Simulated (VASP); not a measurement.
# HfN (Fm-3m) in VASP: single point with PBEsol

Aim: the single point of HfN with PBEsol.

All numbers are computed with VASP 6.6.1; they aren't measurements. Logs are shortened: lines on timing, memory, paths and dates and some standing lists are left out, and cuts for length are marked.

## 1. The cell of the first run

Symmetry: Fm-3m, No. 225, cubic system. Conventional cell: a = 4.502 Å, b = 4.502 Å, c = 4.502 Å, α = 90.00°, β = 90.00°, γ = 90.00°. Hf (site symmetry m-3m) has 6 N at 2.25 Å within 3.0 Å. N (site symmetry m-3m) has 6 Hf at 2.25 Å within 3.0 Å.

## 2. Single point, PBEsol (11.40 Å³/atom)

INCAR

```
SYSTEM = HfN
PREC = Accurate
ENCUT = 520
EDIFF = 1E-7
ISMEAR = 0
SIGMA = 0.05
LREAL = .False.
LASPH = .True.
NELM = 100
ALGO = Normal
ISIF = 2
LWAVE = .False.
LCHARG = .False.
GGA = PS
NBANDS = 14
```

KPOINTS

```
Automatic mesh
0
Gamma
  14 14 14
  0 0 0
```

POSCAR

```
HfN
1.0
    0.0000000000      2.2507970929      2.2507970929
    2.2507970929      0.0000000000      2.2507970929
    2.2507970929      2.2507970929      0.0000000000
Hf N
1 1
Direct
    0.5000000000      0.5000000000      0.5000000000
    0.0000000000      0.0000000000      0.0000000000
```

Potentials or basis: VASP PAW PBE potentials, release 64 (Hf_pv, N).

Launch:

```
cat potpaw_PBE.64/Hf_pv/POTCAR potpaw_PBE.64/N/POTCAR > POTCAR
mpirun -np 1 vasp_std > vasp.out
```

OUTCAR:

```text
SYSTEM = HfN
   PREC = Accurate
   ENCUT = 520
   EDIFF = 1E-7
   ISMEAR = 0
   LREAL = .False.
   LASPH = .True.
   NELM = 100
   ISIF = 2
   GGA = PS

 ion  position               nearest neighbor table
   1  0.500  0.500  0.500-   2 2.25   2 2.25   2 2.25   2 2.25   2 2.25   2 2.25
   2  0.000  0.000  0.000-   1 2.25   1 2.25   1 2.25   1 2.25   1 2.25   1 2.25

  LATTYP: Found a face centered cubic cell.
 ALAT       =     4.5015941858

  Lattice vectors:

 A1 = (   0.0000000000,   2.2507970929,   2.2507970929)
 A2 = (   2.2507970929,   0.0000000000,   2.2507970929)
 A3 = (   2.2507970929,   2.2507970929,   0.0000000000)

Analysis of symmetry for initial positions (statically):
=====================================================================
 Subroutine PRICEL returns:
 Original cell was already a primitive cell.

 Routine SETGRP: Setting up the symmetry group for a
 face centered cubic supercell.

 Subroutine GETGRP returns: Found 48 space group operations
 (whereof 48 operations were pure point group operations)
 out of a pool of 48 trial point group operations.

The static configuration has the point symmetry O_h .

Analysis of symmetry for dynamics (positions and initial velocities):
=====================================================================
 Subroutine PRICEL returns:
 Original cell was already a primitive cell.

 Routine SETGRP: Setting up the symmetry group for a
 face centered cubic supercell.

 Subroutine GETGRP returns: Found 48 space group operations
 (whereof 48 operations were pure point group operations)
 out of a pool of 48 trial point group operations.

The dynamic configuration has the point symmetry O_h .

 Subroutine INISYM returns: Found 48 space group operations
 (whereof 48 operations are pure point group operations),
 and found     1 'primitive' translations

----------------------------------------------------------------------------------------

                                     Primitive cell

  volume of cell :      22.8055

  direct lattice vectors                    reciprocal lattice vectors
     0.000000000  2.250797093  2.250797093    -0.222143525  0.222143525  0.222143525
     2.250797093  0.000000000  2.250797093     0.222143525 -0.222143525  0.222143525
     2.250797093  2.250797093  0.000000000     0.222143525  0.222143525 -0.222143525

  length of vectors
     3.183107775  3.183107775  3.183107775     0.384763872  0.384763872  0.384763872

  position of ions in fractional coordinates (direct lattice)
     0.500000000  0.500000000  0.500000000
     0.000000000  0.000000000  0.000000000

  ion indices of the primitive-cell ions
   primitive index   ion index
                 1           1
                 2           2

----------------------------------------------------------------------------------------

 KPOINTS: Automatic mesh

Automatic generation of k-mesh.
 Grid dimensions read from file:
 generate k-points for:   14   14   14

 Generating k-lattice:

  Cartesian coordinates                     Fractional coordinates (reciprocal lattice)
    -0.015867395  0.015867395  0.015867395     0.071428571  0.000000000  0.000000000
     0.015867395 -0.015867395  0.015867395     0.000000000  0.071428571  0.000000000
     0.015867395  0.015867395 -0.015867395     0.000000000  0.000000000  0.071428571

  Length of vectors
     0.027483134  0.027483134  0.027483134

  Shift w.r.t. Gamma in fractional coordinates (k-lattice)
     0.000000000  0.000000000  0.000000000

 Subroutine IBZKPT returns following result:
 ===========================================

 Found    104 irreducible k-points:

 Following reciprocal coordinates:
            Coordinates               Weight
  0.000000  0.000000  0.000000      1.000000
  0.071429  0.000000  0.000000      8.000000
  0.142857  0.000000  0.000000      8.000000
  0.214286  0.000000  0.000000      8.000000
  0.285714  0.000000  0.000000      8.000000
  0.357143  0.000000  0.000000      8.000000
[... 16 lines left out ...]
  0.214286  0.142857  0.000000     24.000000
  0.285714  0.142857  0.000000     24.000000
 [... further k-points ...]
   k-points           NKPTS =    104   k-points in BZ     NKDIM =    104   number of bands    NBANDS=     14
   number of dos      NEDOS =    301   number of ions     NIONS =      2
   total plane-waves  NPLWV =  13824
   dimension x,y,z NGX =    24 NGY =   24 NGZ =   24
   dimension x,y,z NGXF=    48 NGYF=   48 NGZF=   48
   ions per type =               1   1
   NGX,Y,Z   is equivalent  to a cutoff of  12.53, 12.53, 12.53 a.u.
   NGXF,Y,Z  is equivalent  to a cutoff of  25.07, 25.07, 25.07 a.u.
 SYSTEM =  HfN
   PREC   = accura    normal or accurate (medium, high low for compatibility)
   ISTART =      0    job   : 0-new  1-cont  2-samecut
   ICHARG =      2    charge: 1-file 2-atom 10-const
   ISPIN  =      1    spin polarized calculation?
   LNONCOLLINEAR =      F non collinear calculations
   LSORBIT =      F    spin-orbit coupling
   LASPH  =      T    aspherical Exc in radial PAW
   ENCUT  =  520.0 eV  38.22 Ry    6.18 a.u.   5.92  5.92  5.92*2*pi/ulx,y,z
   NELM   =    100;   NELMIN=  2; NELMDL= -5     # of ELM steps
   EDIFF  = 0.1E-06   stopping-criterion for ELM
   LREAL  =      F    real-space projection
   EDIFFG = 0.1E-05   stopping-criterion for IOM
   NSW    =      0    number of steps for IOM
   IBRION =     -1    ionic relax: 0-MD 1-quasi-New 2-CG
   NFREE  =      0    steps in history (QN), initial steepest desc. (CG)
   ISIF   =      2    stress and relaxation
   ISYM   =      2    0-nonsym 1-usesym 2-fastsym
   POTIM  = 0.5000    time-step for ionic-motion
   TEBEG  =    0.0;   TEEND  =   0.0 temperature during run
   PSTRESS=    0.0 pullay stress
   NELECT =      15.0000    total number of electrons
   NUPDOWN=      -1.0000    fix difference up-down
   EMIN   =  10.00;   EMAX   =-10.00  energy-range for DOS
   EFERMI =   0.00;   METHOD = LEGACY
   ISMEAR =     0;   SIGMA  =   0.05  broadening in eV -4-tet -1-fermi 0-gaus
   EFERMI_NEDOS =   21; number of points for ismear=-14 and -15
   IALGO  =     38    algorithm
   IMIX   =      4    mixing-type and parameters
     AMIX     =   0.40;   BMIX     =  1.00
     AMIX_MAG =   1.60;   BMIX_MAG =  1.00
  volume/ion in A,a.u.               =      11.40        76.95
  Fermi-wavevector in a.u.,A,eV,Ry     =   1.423723  2.690447 27.578844  2.026988
  Thomas-Fermi vector in A             =   2.544290
   LORBIT       =      0    0 simple, 1 ext, 2 COOP (PROOUT), +10 PAW based schemes
   GGA     = PS    functional components
   LHFCALC =     F    Hartree Fock is set to
   AEXX    =    0.0000 exact exchange contribution
   IVDW    =     0    specifies the selected vdW correction
   LEPSILON=     F    determine dielectric tensor
   LRPA    =     F    only Hartree local field effects (RPA)
 non-spin polarized calculation
 Gauss-broadening in eV      SIGMA  =   0.05
  energy-cutoff  :      520.00
  volume of cell :       22.81
 maximum number of plane-waves:       636
   NGX = 11   NGY = 11   NGZ = 11

 number of electron      15.0000001 magnetization

 Free energy of the ion-electron system (eV)
  ---------------------------------------------------
  ext. energy  EPLUGINS =         0.00000000
  ---------------------------------------------------
  free energy    TOTEN  =       -22.98874934 eV

  energy without entropy =      -22.98766950  energy(sigma->0) =      -22.98820942

 E-fermi :   8.2868     XC(G=0): -12.9509

 val. band max:        8.2638237926   @ k =   0.5000   0.2143   0.0000
 cond. band min:       8.3032066016   @ k =   0.1429   0.0000   0.0000
 fundamental gap:      0.0393828089
 Fermi energy:         8.2868035527

 k-point     1 :       0.0000    0.0000    0.0000
  band No.  band energies     occupation
      1     -22.7226      2.00000
      2     -22.7226      2.00000
      3     -22.7226      2.00000
      4      -9.2058      2.00000
      5       5.3016      2.00000
      6       5.3016      2.00000
      7       5.3016      2.00000
      8       7.9179      2.00000
      9       7.9179      2.00000
     10       7.9179      2.00000
     11      10.2135      0.00000
     12      10.2657      0.00000
     13      10.2657      0.00000
     14      17.8602      0.00000

 k-point     2 :       0.0714    0.0000    0.0000
  band No.  band energies     occupation
      1     -22.7780      2.00000
      2     -22.7271      2.00000
      3     -22.7271      2.00000
      4      -9.0832      2.00000
      5       4.7744      2.00000
      6       4.9900      2.00000
      7       4.9900      2.00000
      8       8.0647      2.00000
      9       8.0962      2.00000
     10       8.0962      2.00000
     11      10.5904      0.00000
     12      10.6709      0.00000
     13      10.6709      0.00000
     14      18.2672      0.00000

 k-point     3 :       0.1429    0.0000    0.0000
  band No.  band energies     occupation
      1     -22.9298      2.00000
      2     -22.7398      2.00000
      3     -22.7398      2.00000
      4      -8.7360      2.00000
      5       3.6589      2.00000
      6       4.3118      2.00000
      7       4.3118      2.00000
      8       8.3032      0.64268
      9       8.5550      0.00000
     10       8.5550      0.00000
     11      11.5069      0.00000
     12      11.6874      0.00000
     13      11.6874      0.00000
     14      19.3714      0.00000
[... 324 lines left out ...]
 k-point    23 :       0.2143    0.1429    0.0000
  band No.  band energies     occupation
      1     -23.0505      2.00000
      2     -22.8136      2.00000
      3     -22.8032      2.00000
      4      -8.3206      2.00000
      5       2.1548      2.00000
      6       4.2573      2.00000
      7       4.4088      2.00000
      8       6.8818      2.00000
      9      10.0982      0.00000
     10      10.1407      0.00000
     11      11.1902      0.00000
     12      11.2701      0.00000
     13      14.8835      0.00000
     14      20.5991      0.00000

 k-point    24 :       0.2857    0.1429    0.0000
  band No.  band energies     occupation
      1     -23.2330      2.00000
      2     -22.8398      2.00000
      3     -22.8239      2.00000
      4      -7.8961      2.00000
      5       1.5077      2.00000
      6       3.4883      2.00000
      7       3.8743      2.00000
      8       7.2132      2.00000
      9      10.7285      0.00000
     10      10.8442      0.00000
     11      12.2406      0.00000
     12      12.2899      0.00000
     13      15.9102      0.00000
     14      20.5918      0.00000

 [... further k-points ...]

------------------------ aborting loop because EDIFF is reached ----------------------------------------

  FORCE on cell =-STRESS in cart. coord.  units (eV):
  Direction    XX          YY          ZZ          XY          YZ          ZX
  --------------------------------------------------------------------------------------
  -------------------------------------------------------------------------------------
  Total       -0.3083643     -0.3083643     -0.3083643      0.0000000     -0.0000000      0.0000000
  in kB      -21.6638528    -21.6638528    -21.6638528      0.0000000     -0.0000000      0.0000000
  external PRESSURE =     -21.6638528 kB  Pullay stress =       0.0000000 kB

 VOLUME and BASIS-vectors are now :
 -----------------------------------------------------------------------------
  energy-cutoff  :      520.00
  volume of cell :       22.81
      direct lattice vectors                 reciprocal lattice vectors
     0.000000000  2.250797093  2.250797093    -0.222143525  0.222143525  0.222143525
     2.250797093  0.000000000  2.250797093     0.222143525 -0.222143525  0.222143525
     2.250797093  2.250797093  0.000000000     0.222143525  0.222143525 -0.222143525

 POSITION                                       TOTAL-FORCE (eV/Angst)
 -----------------------------------------------------------------------------------
      2.25080      2.25080      2.25080         0.000000     -0.000000      0.000000
      0.00000      0.00000      0.00000        -0.000000      0.000000      0.000000
 -----------------------------------------------------------------------------------
    total drift:                                0.000000     -0.000000     -0.000000

  FREE ENERGIE OF THE ION-ELECTRON SYSTEM (eV)
  ---------------------------------------------------
  free  energy   TOTEN  =       -22.9887493371 eV

  energy  without entropy=      -22.9876695022  energy(sigma->0) =      -22.98820942
```

It took 32 s on 1 thread of Intel Xeon 8259CL, shared host; peak memory 0.16 GiB.

What came out:

| Property | Result |
| --- | --- |
| Free energy | -22.9887 eV |
| Pressure | -2.2 GPa |
| Band gap on the k mesh | zero (an odd number of electrons rules out a gap without spin polarisation) |

Levels at points of the mesh, in eV from the Fermi level:
| k point | band 4 | band 5 | band 6 | band 7 | band 8 | band 9 | band 10 | band 11 | band 12 | band 13 |
| --- | --- | --- | --- | --- | --- | --- | --- | --- | --- | --- |
| (0.00, 0.00, 0.00) | -17.49 | -2.99 | -2.99 | -2.99 | -0.37 | -0.37 | -0.37 | 1.93 | 1.98 | 1.98 |
| (0.50, 0.00, 0.00) | -14.65 | -8.96 | -6.22 | -6.22 | 3.36 | 3.78 | 3.78 | 4.47 | 9.01 | 9.01 |
| (0.50, 0.50, 0.00) | -16.37 | -5.38 | -3.88 | -3.65 | -3.65 | 4.16 | 5.64 | 5.64 | 5.75 | 8.09 |

Caveat: the PAW data sets were made with another functional, which shifts forces and pressure a little; spin-orbit coupling is left out, which moves the levels of the heavy elements.

The gap in the log of VASP goes by the Fermi energy; the results here count the filled bands.